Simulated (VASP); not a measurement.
# Si16C (a cell with a defect) in VASP: further runs

The runs below take Si16C (a cell with a defect) through single point, with PBE+D3(BJ).

Program: VASP 6.6.1. These are calculated values, not measurements. Logs are shortened: lines on timing, memory, paths and dates and some standing lists are left out, and cuts for length are marked.

### Step 1. The cell of the first run

The cell holds a defect, 17 atoms: a = 7.679 Å, b = 7.679 Å, c = 7.679 Å, α = 60.00°, β = 60.00°, γ = 60.00°.

### Step 2. Single point, PBE+D3(BJ), collinear spin

INCAR

```
ALGO     = Normal         # electronic algorithm
EDIFF    = 1E-7           # SCF threshold, eV
ENCUT    = 520            # plane-wave cutoff, eV
GGA      = PE             # functional
ISIF     = 2              # what is computed and relaxed
ISMEAR   = -1             # smearing method
ISPIN    = 2              # spin polarisation
IVDW     = 12             # dispersion correction
LASPH    = T              # aspherical terms in the spheres
LCHARG   = F              # write CHGCAR
LORBIT   = 11             # projections on sites
LREAL    = Auto         
LWAVE    = F              # write WAVECAR
MAGMOM   = 0 0 0 0 0 0 0 0 0 0 0 0 0 0 0 0 1 # initial moments
NBANDS   = 52             # bands
NELM     = 150            # most SCF steps
PREC     = Accurate       # precision mode
SIGMA    = 0.05           # smearing width, eV
```

KPOINTS

```
k-points
0
Gamma
  2 2 2
```

POSCAR

```
Si16C
1.0
    0.0000000000      5.4300000000      5.4300000000
    5.4300000000      0.0000000000      5.4300000000
    5.4300000000      5.4300000000      0.0000000000
Si C
16 1
Direct
   -0.0640331492      0.0883425414     -0.0650460405
    0.0695488029      0.1771915285      0.0993278085
    0.0252670350      0.0244014733      0.4522651934
    0.1239963168      0.2089134438      0.5442541436
   -0.0047790055      0.5438766114     -0.0533241252
    0.1058471455      0.7134346225      0.0503038674
   -0.0095395948      0.5695211786      0.4011970534
    0.1013627993      0.6352486188      0.5795211786
    0.4985082873      0.0007550645      0.0013812155
    0.6544475138     -0.0045580110      0.3533609576
    0.3957642726     -0.0469429098      0.6935727440
    0.6570534070      0.1037569061      0.6035911602
    0.5355156538      0.4515377532     -0.0175046041
    0.6200736648      0.6287476980      0.0843830571
    0.4965193370      0.4905156538      0.4791160221
    0.6116390424      0.6046593002      0.6197421731
    0.6040699816      0.1407182320      1.0846777164
```

Potentials or basis: VASP PAW PBE potentials, release 64 (Si, C).

On the command line:

```console
cat potpaw_PBE.64/Si/POTCAR potpaw_PBE.64/C/POTCAR > POTCAR
mpirun -np 1 vasp_std > vasp.out
```

OUTCAR:

```text
EDIFF = 1E-7
   ENCUT = 520
   GGA = PE
   ISIF = 2
   ISMEAR = -1
   ISPIN = 2
   IVDW = 12
   LASPH = T
   LORBIT = 11
   LREAL = Auto
   NELM = 150
   PREC = Accurate
 IVDW          = 12

 ion  position               nearest neighbor table
   1  0.936  0.088  0.935-  17 2.12   6 2.37   2 2.44   4 2.48  10 2.79  13 2.95  11 2.95
   2  0.070  0.177  0.099-   3 2.27   5 2.32   1 2.44   9 2.71
   3  0.025  0.024  0.452-   2 2.27  12 2.33   4 2.39   8 2.48
   4  0.124  0.209  0.544-   7 2.27  11 2.36   3 2.39   1 2.48
   5  0.995  0.544  0.947-   2 2.32   8 2.32  14 2.37   6 2.42
   6  0.106  0.713  0.050-   7 2.21   1 2.37   5 2.42  13 2.81  11 2.97
   7  0.990  0.570  0.401-   6 2.21   8 2.27   4 2.27  16 2.48  10 2.97
   8  0.101  0.635  0.580-   7 2.27   5 2.32   3 2.48  15 2.49
   9  0.499  0.001  0.001-  17 2.07  14 2.35  12 2.50   2 2.71  11 3.06
  10  0.654  0.995  0.353-  17 1.93  11 2.34  12 2.46  16 2.73   1 2.79   7 2.97
  11  0.396  0.953  0.694-  10 2.34   4 2.36  12 2.45  16 2.52   1 2.95   6 2.97   9 3.06
  12  0.657  0.104  0.604-   3 2.33  15 2.44  11 2.45  10 2.46   9 2.50
  13  0.536  0.452  0.982-  17 1.97  16 2.30  14 2.31   6 2.81   1 2.95
  14  0.620  0.629  0.084-  13 2.31   9 2.35   5 2.37  15 2.48
  15  0.497  0.491  0.479-  16 2.32  12 2.44  14 2.48   8 2.49
  16  0.612  0.605  0.620-  13 2.30  15 2.32   7 2.48  11 2.52  10 2.73
  17  0.604  0.141  0.085-  10 1.93  13 1.97   9 2.07   1 2.12

  LATTYP: Found a face centered cubic cell.
 ALAT       =    10.8600000000

  Lattice vectors:

 A1 = (   0.0000000000,   5.4300000000,   5.4300000000)
 A2 = (   5.4300000000,   0.0000000000,   5.4300000000)
 A3 = (   5.4300000000,   5.4300000000,   0.0000000000)

Analysis of symmetry for initial positions (statically):
=====================================================================
 Subroutine PRICEL returns:
 Original cell was already a primitive cell.

 Routine SETGRP: Setting up the symmetry group for a
 face centered cubic supercell.

 Subroutine GETGRP returns: Found  1 space group operations
 (whereof  1 operations were pure point group operations)
 out of a pool of 48 trial point group operations.

The static configuration has the point symmetry C_1 .

Analysis of symmetry for dynamics (positions and initial velocities):
=====================================================================
 Subroutine PRICEL returns:
 Original cell was already a primitive cell.

 Routine SETGRP: Setting up the symmetry group for a
 face centered cubic supercell.

 Subroutine GETGRP returns: Found  1 space group operations
 (whereof  1 operations were pure point group operations)
[... 175 lines left out ...]
  free energy    TOTEN  =       -89.22855778 eV

  energy without entropy =      -89.19586680  energy(sigma->0) =      -89.21221229

 E-fermi :   6.2642     XC(G=0):  -9.6438

 val. band max:        6.1461486405   @ k =   0.5000   0.0000   0.0000
 cond. band min:       6.2662225357   @ k =   0.0000   0.0000   0.0000
 fundamental gap:      0.1200738952
 Fermi energy:         6.2641527438

 spin component 1

 k-point     1 :       0.0000    0.0000    0.0000
  band No.  band energies     occupation
      1      -6.8980      1.00000
      2      -5.2441      1.00000
      3      -3.9338      1.00000
      4      -3.6510      1.00000
      5      -3.5689      1.00000
      6      -2.9267      1.00000
[... 381 lines left out ...]
     45       9.8812      0.00000
     46      10.0688      0.00000
 Fermi energy:         6.2641527438

 spin component 2

 k-point     1 :       0.0000    0.0000    0.0000
  band No.  band energies     occupation
      1      -6.8980      1.00000
      2      -5.2441      1.00000
      3      -3.9338      1.00000
      4      -3.6510      1.00000
      5      -3.5689      1.00000
      6      -2.9267      1.00000
[... 381 lines left out ...]
     45       9.8812      0.00000
     46      10.0688      0.00000
 [bands above 46 left out]

------------------------ aborting loop because EDIFF is reached ----------------------------------------

 Edisp (eV)   -5.29002

 E8    (eV) :    -2.1686

  FORCE on cell =-STRESS in cart. coord.  units (eV):
  Direction    XX          YY          ZZ          XY          YZ          ZX
  --------------------------------------------------------------------------------------
  -------------------------------------------------------------------------------------
  Total      -6.64166    -5.66383    -7.97621     3.18500    -2.95368    -2.18900
  in kB     -33.23212   -28.33943   -39.90964    15.93639   -14.77897   -10.95284
  external pressure =      -33.83 kB  Pullay stress =        0.00 kB

 VOLUME and BASIS-vectors are now :
 -----------------------------------------------------------------------------
  energy-cutoff  :      520.00
  volume of cell :      320.21
      direct lattice vectors                 reciprocal lattice vectors
     0.000000000  5.430000000  5.430000000    -0.092081031  0.092081031  0.092081031
     5.430000000  0.000000000  5.430000000     0.092081031 -0.092081031  0.092081031
     5.430000000  5.430000000  0.000000000     0.092081031  0.092081031 -0.092081031

 POSITION                                       TOTAL-FORCE (eV/Angst)
 -----------------------------------------------------------------------------------
      5.55650     10.15910      5.56200         0.331103     -0.071819     -0.303003
      1.50150      0.91700      1.33980        -1.435641      0.210547      0.713619
      2.58830      2.59300      0.26970        -0.061798      0.649298     -0.742998
      4.08970      3.62860      1.80770        -0.503961      0.786215     -1.604652
      8.09370     10.54450      8.35730         0.535586      0.050565     -0.138803
      4.14710      0.84790      4.44870        -1.925481     -0.339373      0.777727
[... 9 lines left out ...]
      6.64850      6.68640      6.60450        -0.285871     -0.321446      1.257752
      1.22390      3.73990      4.04420        -0.313232      0.443583      0.692632
 -----------------------------------------------------------------------------------
    total drift:                                0.004589      0.008885     -0.005272

  FREE ENERGIE OF THE ION-ELECTRON SYSTEM (eV)
  ---------------------------------------------------
  free  energy   TOTEN  =       -94.5185750571 eV

  energy  without entropy=      -94.4858840796  energy(sigma->0) =      -94.50222957

 total charge

# of ion       s       p       d       tot
------------------------------------------
    1        0.765   0.820   0.000   1.586
    2        0.755   0.891   0.000   1.646
    3        0.755   0.920   0.000   1.675
    4        0.774   0.892   0.000   1.666
    5        0.746   0.934   0.000   1.680
    6        0.761   0.889   0.000   1.650
[... 9 lines left out ...]
   16        0.755   0.890   0.000   1.645
   17        0.870   1.461   0.000   2.331
--------------------------------------------------
tot         13.091  15.544   0.000  28.635

 magnetization (x)

# of ion       s       p       d       tot
------------------------------------------
    1       -0.000  -0.000   0.000  -0.000
    2        0.000   0.000   0.000   0.000
    3        0.000   0.000   0.000   0.000
    4       -0.000  -0.000   0.000  -0.000
    5        0.000  -0.000   0.000   0.000
    6        0.000   0.000   0.000   0.000
[... 9 lines left out ...]
   16        0.000   0.000   0.000   0.000
   17        0.000   0.000   0.000   0.000
--------------------------------------------------
tot          0.000   0.000   0.000   0.000
```

Run time: 5.6 min. Hardware: 1 thread of Intel Xeon 6975P-C (Granite Rapids), shared host; peak memory 0.71 GiB.

What came out:

```yaml
Free_energy: -94.5186 eV
Pressure: -3.4 GPa
Largest_force: 2.203 eV/Å
Band_gap_on_the_k_mesh: zero (filled and empty bands overlap)
Net_moment: 0.00 μB per cell
Valence_electrons_inside_the_program's_atomic_spheres: Si 1.59, 1.65, 1.68, 1.67, 1.71, 1.56, 1.61, 1.64 (each value once); C 2.33
Dispersion_energy_per_atom: -0.311 eV
```

Forces in eV/Å, atoms in the order of the input:
```
Si   0.331 -0.072 -0.303
Si  -1.436  0.211  0.714
Si  -0.062  0.649 -0.743
Si  -0.504  0.786 -1.605
Si   0.536  0.051 -0.139
Si  -1.925 -0.339  0.778
Si   1.568 -0.279 -1.216
Si   0.492  0.915  1.942
Si   0.788 -1.169  0.921
Si  -1.024 -0.453  0.325
Si  -0.067  0.210 -0.617
Si   1.368 -0.217  0.121
Si   0.325 -0.749 -1.639
Si   0.771  1.221 -0.067
Si  -0.561 -0.885 -0.422
Si  -0.286 -0.321  1.258
C   -0.313  0.444  0.693
```

Stress tensor (GPa, compression positive):
```
-3.32  1.59 -1.10
 1.59 -2.83 -1.48
-1.10 -1.48 -3.99
```

Levels at points of the mesh, in eV from the Fermi level:
Spin up:
```csv
k point,band 30,band 31,band 32,band 33,band 34,band 35,band 36,band 37,band 38,band 39
"(0.00, 0.00, 0.00)",-0.97,-0.77,-0.67,-0.46,-0.31,0.00,0.12,0.28,0.48,0.69
"(0.50, 0.00, 0.00)",-1.67,-1.23,-0.96,-0.72,-0.12,0.18,0.60,0.86,0.95,1.15
"(0.00, 0.50, 0.00)",-1.32,-1.13,-0.83,-0.53,-0.33,0.59,0.79,0.97,1.24,1.47
"(0.00, 0.00, 0.50)",-1.33,-1.03,-0.91,-0.59,-0.33,0.11,0.66,0.97,1.11,1.32
"(0.50, 0.50, 0.50)",-1.61,-1.02,-0.78,-0.43,-0.33,0.64,0.87,0.89,1.29,1.41
"(0.50, 0.50, 0.00)",-1.44,-1.26,-1.24,-0.99,-0.26,0.48,1.27,1.40,1.83,1.87
"(0.00, 0.50, 0.50)",-1.69,-1.36,-1.28,-0.80,-0.18,0.57,1.26,1.55,1.87,1.92
"(0.50, 0.00, 0.50)",-1.48,-1.37,-1.31,-0.97,0.02,0.53,1.07,1.56,1.62,1.75
```
Spin down:
| k point | band 30 | band 31 | band 32 | band 33 | band 34 | band 35 | band 36 | band 37 | band 38 | band 39 |
| --- | --- | --- | --- | --- | --- | --- | --- | --- | --- | --- |
| (0.00, 0.00, 0.00) | -0.97 | -0.77 | -0.67 | -0.46 | -0.31 | 0.00 | 0.12 | 0.28 | 0.48 | 0.69 |
| (0.50, 0.00, 0.00) | -1.67 | -1.23 | -0.96 | -0.72 | -0.12 | 0.18 | 0.60 | 0.86 | 0.95 | 1.15 |
| (0.00, 0.50, 0.00) | -1.32 | -1.13 | -0.83 | -0.53 | -0.33 | 0.59 | 0.79 | 0.97 | 1.24 | 1.47 |
| (0.00, 0.00, 0.50) | -1.33 | -1.03 | -0.91 | -0.59 | -0.33 | 0.11 | 0.66 | 0.97 | 1.11 | 1.32 |
| (0.50, 0.50, 0.50) | -1.61 | -1.02 | -0.78 | -0.43 | -0.33 | 0.64 | 0.87 | 0.89 | 1.29 | 1.41 |
| (0.50, 0.50, 0.00) | -1.44 | -1.26 | -1.24 | -0.99 | -0.26 | 0.48 | 1.27 | 1.40 | 1.83 | 1.87 |
| (0.00, 0.50, 0.50) | -1.69 | -1.36 | -1.28 | -0.80 | -0.18 | 0.57 | 1.26 | 1.55 | 1.87 | 1.92 |
| (0.50, 0.00, 0.50) | -1.48 | -1.37 | -1.31 | -0.97 | 0.02 | 0.53 | 1.07 | 1.56 | 1.62 | 1.75 |

Caveat: the k points lie up to 0.50 Å⁻¹ apart; the atoms stand as in a frame of molecular dynamics.

### Step 3. Single point, PBE+D3(BJ), collinear spin

INCAR

```
SYSTEM = Si16C
PREC = Accurate ; ENCUT = 520
EDIFF = 1E-6 ; ISMEAR = -1
SIGMA = 0.05 ; LREAL = Auto
LASPH = .True. ; NELM = 150
ALGO = Normal ; ISIF = 2
LWAVE = .False. ; LCHARG = .True.
ISPIN = 2 ; MAGMOM = 0 0 0 0 0 0 0 0 0 0 0 0 0 0 0 0 1
LORBIT = 11 ; GGA = PE
IVDW = 12 ; LELF = .True.
LVHAR = .True. ; NBANDS = 52
```

KPOINTS

```
regular mesh
0
Gamma
  2 2 2
  0 0 0
```

POSCAR

```
Si16C
1.0
    0.0000000000      5.4300000000      5.4300000000
    5.4300000000      0.0000000000      5.4300000000
    5.4300000000      5.4300000000      0.0000000000
Si C
16 1
Direct
   -0.0816390424      0.0924309392     -0.0608103131
    0.1365377532      0.1605524862      0.0408839779
    0.0313259669      0.0234990792      0.4248434622
    0.1300920810      0.1712891344      0.5447513812
   -0.0319429098      0.5515745856     -0.0319244936
    0.1104327808      0.6906353591      0.0547605893
   -0.0319429098      0.5874309392      0.4313167587
    0.1115837937      0.6592817680      0.5897974217
    0.4970994475      0.0242633517     -0.0301381215
    0.7159668508     -0.0323204420      0.3120626151
    0.4403130755     -0.0386924494      0.6574953959
    0.6478637201      0.1419337017      0.6132412523
    0.4759852670      0.4336464088      0.0182504604
    0.6049907919      0.6065930018      0.1274585635
    0.4608655617      0.4940147330      0.5181583794
    0.5922928177      0.6320902394      0.6237845304
    0.6211418048      0.1201473297      1.0664456722
```

Potentials or basis: VASP PAW PBE potentials, release 64 (Si, C).

On the command line:

```console
cat potpaw_PBE.64/Si/POTCAR potpaw_PBE.64/C/POTCAR > POTCAR
mpirun -np 1 vasp_std > vasp.out
```

Run time: 5.2 min. Hardware: 1 thread of Intel Xeon 6975P-C (Granite Rapids), shared host; peak memory 0.7 GiB.

The run converged. Its results:

```
Free energy                                           : -94.6323 eV
Pressure                                              : -2.7 GPa
Largest force                                         : 2.120 eV/Å
Band gap on the k mesh                                : 0.11 eV
Net moment                                            : 0.00 μB per cell
Valence electrons inside the program's atomic spheres : Si 1.60, 1.63, 1.67, 1.62, 1.64, 1.71, 1.61, 1.69, 1.56, 1.72, 1.65 (each value once); C 2.39
Dispersion energy per atom                            : -0.312 eV
```

Forces on the atoms (eV/Å):
```
Si  -1.791  0.507  0.930
Si   1.228 -0.930 -0.704
Si   0.263 -0.843  0.037
Si   1.258  0.426  0.219
Si  -0.915  0.467 -0.374
Si   0.226  0.045  0.209
Si  -0.419  0.365 -0.579
Si   0.600 -0.878 -1.296
Si  -0.093  2.037 -0.279
Si   0.330 -0.369 -0.305
Si   0.807 -1.250 -0.366
Si  -1.648  0.133  0.005
Si  -0.181  0.143  1.088
Si   0.311 -0.787 -0.261
Si  -0.660 -0.285  1.994
Si  -0.391  1.287 -0.464
C    1.077 -0.067  0.146
```

Stress tensor (GPa, compression positive):
```
-1.24  0.29 -1.94
 0.29 -3.26  0.58
-1.94  0.58 -3.48
```

Levels at points of the mesh, in eV from the valence-band top:
Spin up:
```tsv
k point	band 30	band 31	band 32	band 33	band 34	band 35	band 36	band 37	band 38	band 39
(0.00, 0.00, 0.00)	-0.93	-0.54	-0.41	-0.18	-0.02	0.11	0.21	0.66	0.70	1.00
(0.50, 0.00, 0.00)	-1.31	-0.65	-0.50	-0.26	0.00	0.60	0.95	1.21	1.42	1.66
(0.00, 0.50, 0.00)	-1.35	-0.81	-0.68	-0.35	-0.28	0.44	0.86	1.19	1.63	1.68
(0.00, 0.00, 0.50)	-1.15	-1.01	-0.79	-0.51	-0.42	0.53	0.66	1.05	1.20	1.52
(0.50, 0.50, 0.50)	-1.03	-0.89	-0.57	-0.46	-0.12	0.52	0.93	1.09	1.30	1.65
(0.50, 0.50, 0.00)	-1.41	-1.10	-0.89	-0.75	-0.37	0.99	1.40	1.48	1.81	2.25
(0.00, 0.50, 0.50)	-1.34	-0.97	-0.87	-0.72	-0.17	0.78	1.44	1.48	1.74	2.10
(0.50, 0.00, 0.50)	-1.42	-1.15	-0.85	-0.43	-0.19	0.59	1.17	1.48	1.83	1.97
```
Spin down:
| k point | band 30 | band 31 | band 32 | band 33 | band 34 | band 35 | band 36 | band 37 | band 38 | band 39 |
| --- | --- | --- | --- | --- | --- | --- | --- | --- | --- | --- |
| (0.00, 0.00, 0.00) | -0.93 | -0.54 | -0.41 | -0.18 | -0.02 | 0.11 | 0.21 | 0.66 | 0.70 | 1.00 |
| (0.50, 0.00, 0.00) | -1.31 | -0.65 | -0.50 | -0.26 | 0.00 | 0.60 | 0.95 | 1.21 | 1.42 | 1.66 |
| (0.00, 0.50, 0.00) | -1.35 | -0.81 | -0.68 | -0.35 | -0.28 | 0.44 | 0.86 | 1.19 | 1.63 | 1.68 |
| (0.00, 0.00, 0.50) | -1.15 | -1.01 | -0.79 | -0.51 | -0.42 | 0.53 | 0.66 | 1.05 | 1.20 | 1.52 |
| (0.50, 0.50, 0.50) | -1.03 | -0.89 | -0.57 | -0.46 | -0.12 | 0.52 | 0.93 | 1.09 | 1.30 | 1.65 |
| (0.50, 0.50, 0.00) | -1.41 | -1.10 | -0.89 | -0.75 | -0.37 | 0.99 | 1.40 | 1.48 | 1.81 | 2.25 |
| (0.00, 0.50, 0.50) | -1.34 | -0.97 | -0.87 | -0.72 | -0.17 | 0.78 | 1.44 | 1.48 | 1.74 | 2.10 |
| (0.50, 0.00, 0.50) | -1.42 | -1.15 | -0.85 | -0.43 | -0.19 | 0.59 | 1.17 | 1.48 | 1.83 | 1.97 |

Caveat: the k points lie up to 0.50 Å⁻¹ apart; the atoms stand as in a frame of molecular dynamics; semilocal functionals underestimate gaps, and a narrow one can read as zero.

The gap in the log of VASP goes by the Fermi energy; the results here count the filled bands.